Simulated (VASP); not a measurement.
# Rh (Fm-3m) in VASP: further runs

Runs on Rh. Level: RPBE. Tasks: single point.

All numbers are computed with VASP 6.6.1; they aren't measurements. Logs are shortened: lines on timing, memory, paths and dates and some standing lists are left out, and cuts for length are marked.

### 1 The cell of the first run

The structure is cubic, space group Fm-3m (No. 225). The conventional cell has a = 3.854 Å, b = 3.854 Å, c = 3.854 Å, α = 90.00°, β = 90.00°, γ = 90.00°. Within 3.6 Å of Rh (site symmetry m-3m) lie 12 Rh at 2.73 Å.

### 2 Single point, RPBE, non-collinear spin, typed start, spin-orbit coupling

Contents of INCAR:

```
PREC = Accurate
ENCUT = 520
EDIFF = 1E-6
ISMEAR = -1
SIGMA = 0.05
LREAL = F
LASPH = T
NELM = 150
ALGO = Normal
ISIF = 2
LWAVE = F
LCHARG = T
LNONCOLLINEAR = T
MAGMOM = 0 0 1
LORBIT = 11
LSORBIT = T
GGA_COMPAT = F
LORBMOM = T
LMAXMIX = 4
GGA = RP
LVHAR = T
NBANDS = 26
```

Contents of KPOINTS:

```
regular mesh
0
Gamma
  14 14 14
```

Contents of POSCAR:

```
Rh
1.0
    0.0000000000      1.9270181635      1.9270181635
    1.9270181635      0.0000000000      1.9270181635
    1.9270181635      1.9270181635      0.0000000000
Rh
1
Direct
    0.0000000000      0.0000000000      0.0000000000
```

Potentials or basis: VASP PAW PBE potentials, release 64 (Rh_pv).

Started as:

```bash
> cat potpaw_PBE.64/Rh_pv/POTCAR > POTCAR
> mpirun -np 1 vasp_ncl > vasp.out
```

OUTCAR:

```text
PREC = Accurate
   ENCUT = 520
   EDIFF = 1E-6
   ISMEAR = -1
   LREAL = F
   LASPH = T
   NELM = 150
   ISIF = 2
   LNONCOLLINEAR = T
   LORBIT = 11
   LSORBIT = T
   GGA = RP

 ion  position               nearest neighbor table
   1  0.000  0.000  0.000-

  LATTYP: Found a face centered cubic cell.
 ALAT       =     3.8540363270

  Lattice vectors:

 A1 = (   0.0000000000,   1.9270181635,   1.9270181635)
 A2 = (   1.9270181635,   0.0000000000,   1.9270181635)
 A3 = (   1.9270181635,   1.9270181635,   0.0000000000)

Analysis of symmetry for initial positions (statically):
=====================================================================
 Subroutine PRICEL returns:
 Original cell was already a primitive cell.

 Routine SETGRP: Setting up the symmetry group for a
 face centered cubic supercell.

 Subroutine GETGRP returns: Found 48 space group operations
 (whereof 48 operations were pure point group operations)
 out of a pool of 48 trial point group operations.

The static configuration has the point symmetry O_h .

Analysis of symmetry for dynamics (positions and initial velocities):
=====================================================================
 Subroutine PRICEL returns:
 Original cell was already a primitive cell.

 Routine SETGRP: Setting up the symmetry group for a
 face centered cubic supercell.

 Subroutine GETGRP returns: Found 48 space group operations
 (whereof 48 operations were pure point group operations)
 out of a pool of 48 trial point group operations.

The dynamic configuration has the point symmetry O_h .

Analysis of structural, dynamic, and magnetic symmetry:
=====================================================================
 Subroutine PRICEL returns:
 Original cell was already a primitive cell.

 Routine SETGRP: Setting up the symmetry group for a
 face centered cubic supercell.

 Subroutine GETGRP returns: Found  8 space group operations
 (whereof  8 operations were pure point group operations)
 out of a pool of 48 trial point group operations.

The overall configuration has the point symmetry C_4h.

 Subroutine INISYM returns: Found  8 space group operations
 (whereof  8 operations are pure point group operations),
[... 147 lines left out ...]

 val. band max:       11.2477130804   @ k =   0.2857   0.3571  -0.3571
 cond. band min:      11.2739070883   @ k =  -0.0714   0.2143   0.3571
 fundamental gap:      0.0261940079
 Fermi energy:        11.2587755111

 k-point     1 :       0.0000    0.0000    0.0000
  band No.  band energies     occupation
      1     -37.6151      1.00000
      2     -37.6149      1.00000
      3     -33.7706      1.00000
      4     -33.7704      1.00000
      5     -33.7703      1.00000
      6     -33.7701      1.00000
[... 685 lines left out ...]
     25      32.0120      0.00000
     26      32.0127      0.00000

 [... further k-points ...]

------------------------ aborting loop because EDIFF is reached ----------------------------------------

  FORCE on cell =-STRESS in cart. coord.  units (eV):
  Direction    XX          YY          ZZ          XY          YZ          ZX
  --------------------------------------------------------------------------------------
  -------------------------------------------------------------------------------------
  Total        0.0386563      0.0386563      0.0386760      0.0000000      0.0000000      0.0000000
  in kB        4.3275634      4.3275634      4.3297644      0.0000032      0.0000000      0.0000000
  external PRESSURE =       4.3282971 kB  Pullay stress =       0.0000000 kB

 VOLUME and BASIS-vectors are now :
 -----------------------------------------------------------------------------
  energy-cutoff  :      520.00
  volume of cell :       14.31
      direct lattice vectors                 reciprocal lattice vectors
     0.000000000  1.927018164  1.927018164    -0.259468234  0.259468234  0.259468234
     1.927018164  0.000000000  1.927018164     0.259468234 -0.259468234  0.259468234
     1.927018164  1.927018164  0.000000000     0.259468234  0.259468234 -0.259468234

 POSITION                                       TOTAL-FORCE (eV/Angst)
 -----------------------------------------------------------------------------------
      0.00000      0.00000      0.00000         0.000000      0.000000      0.000000
 -----------------------------------------------------------------------------------
    total drift:                                0.000000     -0.000000      0.000000

  FREE ENERGIE OF THE ION-ELECTRON SYSTEM (eV)
  ---------------------------------------------------
  free  energy   TOTEN  =        -6.7785405332 eV

  energy  without entropy=       -6.7678937964  energy(sigma->0) =       -6.77321716

 orbital moment (x)

 # of ion     p       d       tot
 ----------------------------------------
  1         0.000  -0.000  -0.000
 ----------------------------------------
            0.000  -0.000  -0.000

 orbital moment (y)

 # of ion     p       d       tot
 ----------------------------------------
  1         0.000   0.000   0.000
 ----------------------------------------
            0.000   0.000   0.000

 orbital moment (z)

 # of ion     p       d       tot
 ----------------------------------------
  1         0.000   0.000   0.000
 ----------------------------------------
            0.000   0.000   0.000

 Spin-Orbit-Coupling matrix elements

 Ion:    1  E_soc:     -0.3113243
 l=   1
     0.0000000    -0.0412930    -0.0412933
    -0.0412930     0.0000000    -0.0412930
    -0.0412933    -0.0412930     0.0000000
 l=   2
     0.0000000    -0.0018181     0.0000000    -0.0018181    -0.0087762
    -0.0018181     0.0000000    -0.0065821    -0.0018181    -0.0021940
     0.0000000    -0.0065821     0.0000000    -0.0065821     0.0000000
    -0.0018181    -0.0018181    -0.0065821     0.0000000    -0.0021940
    -0.0087762    -0.0021940     0.0000000    -0.0021940     0.0000000
 l=   3
     0.0000000     0.0000000     0.0000000     0.0000000     0.0000000     0.0000000     0.0000000
     0.0000000     0.0000000     0.0000000     0.0000000     0.0000000     0.0000000     0.0000000
     0.0000000     0.0000000     0.0000000     0.0000000     0.0000000     0.0000000     0.0000000
     0.0000000     0.0000000     0.0000000     0.0000000     0.0000000     0.0000000     0.0000000
     0.0000000     0.0000000     0.0000000     0.0000000     0.0000000     0.0000000     0.0000000
     0.0000000     0.0000000     0.0000000     0.0000000     0.0000000     0.0000000     0.0000000
     0.0000000     0.0000000     0.0000000     0.0000000     0.0000000     0.0000000     0.0000000

 total charge

# of ion       s       p       d       tot
------------------------------------------
    1        0.398   6.276   7.055  13.730

 magnetization (x)

# of ion       s       p       d       tot
------------------------------------------
    1        0.000   0.000   0.000   0.000

 magnetization (y)

# of ion       s       p       d       tot
------------------------------------------
    1        0.000   0.000   0.000   0.000

 magnetization (z)

# of ion       s       p       d       tot
------------------------------------------
    1       -0.000  -0.000   0.000   0.000
```

stdout:

```text
POSCAR found type information on POSCAR Rh
 POSCAR found :  1 types and       1 ions
 scaLAPACK will be used
 -----------------------------------------------------------------------------
|                                                                             |
|                                                                             |
|     You enforced a specific xc type in the INCAR file but a different       |
|     I HOPE YOU KNOW WHAT YOU ARE DOING!                                     |
|                                                                             |
 -----------------------------------------------------------------------------

 LDA part: xc-table for (Slater+PW92), standard interpolation
 POSCAR, INCAR and KPOINTS ok, starting setup
 FFT: planning ... GRIDC
 FFT: planning ... GRID_SOFT
 FFT: planning ... GRID
 WAVECAR not read
 entering main loop
```

Run time: 1.7 min. Hardware: 1 thread of Intel Xeon 6975P-C (Granite Rapids), shared host; peak memory 0.3 GiB.

Results:

| Property | Result |
| --- | --- |
| Free energy | -6.7785 eV |
| Pressure | 0.4 GPa |
| Net moment | 0.00 μB per cell |
| Valence electrons inside the program's atomic spheres | Rh 13.73 |

Moments on the atoms (μB; x, y, z):
```
Rh  0.00 0.00 0.00
```

Caveat: the PAW data sets were made with another functional, which shifts forces and pressure a little.

### 3 Single point, RPBE, collinear spin, ferromagnetic start

Contents of INCAR:

```
SYSTEM = Rh
PREC = Accurate ; ENCUT = 520
EDIFF = 1E-6 ; ISMEAR = -1
SIGMA = 0.05 ; LREAL = .FALSE.
LASPH = .TRUE. ; NELM = 150
ALGO = Normal ; ISIF = 2
LWAVE = .FALSE. ; LCHARG = .TRUE.
ISPIN = 2 ; MAGMOM = 1
LORBIT = 11 ; LMAXMIX = 4
GGA = RP ; LELF = .TRUE.
LVHAR = .TRUE. ; NBANDS = 18
```

Contents of KPOINTS:

```
regular mesh
0
G
  23 23 23
  0 0 0
```

POSCAR is that of step 2.

Potentials or basis: VASP PAW PBE potentials, release 64 (Rh_pv).

Started as:

```bash
> cat potpaw_PBE.64/Rh_pv/POTCAR > POTCAR
> mpirun -np 1 vasp_std > vasp.out
```

It took 60 s on 1 thread of Intel Xeon 6975P-C (Granite Rapids), shared host; peak memory 0.23 GiB.

It converged, with:

| Item | Value |
| --- | --- |
| Free energy | -6.6217 eV |
| Pressure | 0.1 GPa |
| Net moment | 0.00 μB per cell |
| Valence electrons inside the program's atomic spheres | Rh 13.72 |

Levels at points of the mesh, in eV from the Fermi level:
Spin up:
```csv
k point,band 4,band 5,band 6,band 7,band 8,band 9,band 10,band 11
"(0.00, 0.00, 0.00)",-7.62,-2.88,-2.88,-2.88,-0.93,-0.93,16.03,20.73
```
Spin down:
```tsv
k point	band 3	band 4	band 5	band 6	band 7	band 8	band 9	band 10	band 11	band 12
(0.00, 0.00, 0.00)	-46.31	-7.62	-2.88	-2.88	-2.88	-0.93	-0.93	16.03	20.73	21.29
```

Caveat: the PAW data sets were made with another functional, which shifts forces and pressure a little.
